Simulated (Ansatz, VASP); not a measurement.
Al2Co: VASP beside Ansatz

```
Al Co
1.0
    -2.02744    2.02744    5.09618
     2.02744   -2.02744    5.09618
     2.02744    2.02744   -5.09618
Al Co
4 2
Direct
  0.20660 0.20660 0.00000
  0.95660 0.45660 0.50000
  0.54340 0.04340 0.50000
  0.79340 0.79340 0.00000
  0.00000 0.00000 0.00000
  0.75000 0.25000 0.50000
```

Alike in both runs: task relaxation of cell and atoms; functional PBE; k mesh 6 × 6 × 6; occupations gaussian, width 0.1 eV; no spin polarisation.

```csv
,VASP,Ansatz
version,VASP 6.6.1,Ansatz 0.2.0
potentials or method,"VASP PAW PBE potentials, release 64 (Al, Co), cutoff 600 eV","scalar-relativistic, plane waves, PAW"
valence electrons in the cell,30,46
```

|  | VASP | Ansatz | Ansatz less VASP |
| --- | --- | --- | --- |
| gap on the k mesh at the Fermi level, each at its own relaxed structure (eV) | none | none | - |
| relaxed volume (Å³/atom) | 15.36 | 15.39 | +0.027 |
| relaxed cell length with the largest relative difference (Å) | 5.367 | 5.364 | -0.0028 |

A gap of «none» marks a metal or a gap that the smearing closes. VASP's potentials hold 30 valence electrons a cell and Ansatz's 46, so a difference there can come from the potentials and not from the codes.

The k mesh is coarse, so the values compare programs but aren't converged.
